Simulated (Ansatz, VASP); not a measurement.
## One calculation of Pt, two programs

File INCAR:

```
SYSTEM = Pt
AGGAC = 1.0
AGGAX = 1.0
ALDAC = 0.0
ALDAX = 1.0
ALGO = Normal
EDIFF = 1E-6
ENCUT = 520
GGA = B5
ISIF = 2
ISMEAR = -1
LASPH = .True.
LCHARG = .False.
LREAL = .False.
LWAVE = .False.
NBANDS = 28
NELM = 60
PREC = Accurate
SIGMA = 0.1
```

KPOINTS

```
k-points
0
Gamma
  14 14 4
  0 0 0
```

The input POSCAR:

```
Pt
1.0
    2.8416517258      0.0000000000      0.0000000000
   -1.4208258629      2.4609425832      0.0000000000
    0.0000000000      0.0000000000      9.5603629235
Pt
4
Direct
    1.0000000000      1.0000000000      0.0000000000
    1.0000000000      1.0000000000      0.5000000000
    0.3333333333      0.6666666667      0.2500000000
    0.6666666667      0.3333333333      0.7500000000
```

Input for Ansatz:

```yaml
crystal:
  lattice:
    - [2.8416517258, 0.0, 0.0]
    - [-1.4208258629, 2.4609425832, 0.0]
    - [0.0, 0.0, 9.5603629235]
  atoms:
    - { symbol: Pt, position: [1.0, 1.0, 0.0] }
    - { symbol: Pt, position: [1.0, 1.0, 0.5] }
    - { symbol: Pt, position: [0.3333333333, 0.6666666667, 0.25] }
    - { symbol: Pt, position: [0.6666666667, 0.3333333333, 0.75] }
hamiltonian:
  xc: blyp
  pseudopotentials:
    kind: paw
    azcp:
      Pt: "pseudopotentials/Pt.paw.azcp"
basis:
  ecutwfc: 420
  fft_grid_basis: typed
kpoints:
  mp_grid: { grid: [14, 14, 4], shift: [0, 0, 0] }
magnetization:
  spin_polarized: false
scf:
  occupations: { method: fermi_dirac, width: 0.1 }
  lower_state_search: "off"
output:
  stress: true
```

Alike in both runs: task single point; functional BLYP; k mesh 14 × 14 × 4; occupations fermi-dirac, width 0.1 eV; no spin polarisation.

|  | VASP | Ansatz |
| --- | --- | --- |
| version | VASP 6.6.1 | Ansatz 0.2.0 |
| potentials or method | VASP PAW PBE potentials, release 64 (Pt), cutoff 520 eV | plane waves (420 eV) with PAW, scalar-relativistic |
| valence electrons in the cell | 40 | 72 |

|  | VASP | Ansatz | Ansatz less VASP |
| --- | --- | --- | --- |
| pressure (GPa) | 0.9 | -0.1 | -0.97 |
| traceless stress, the component that is largest in VASP (GPa) | -0.21 | -0.07 | +0.144 |

VASP's potentials were made for PBE, not for BLYP. VASP's potentials hold 40 valence electrons a cell and Ansatz's 72, so a difference there can come from the potentials and not from the codes.

Neither program's run includes spin-orbit coupling.
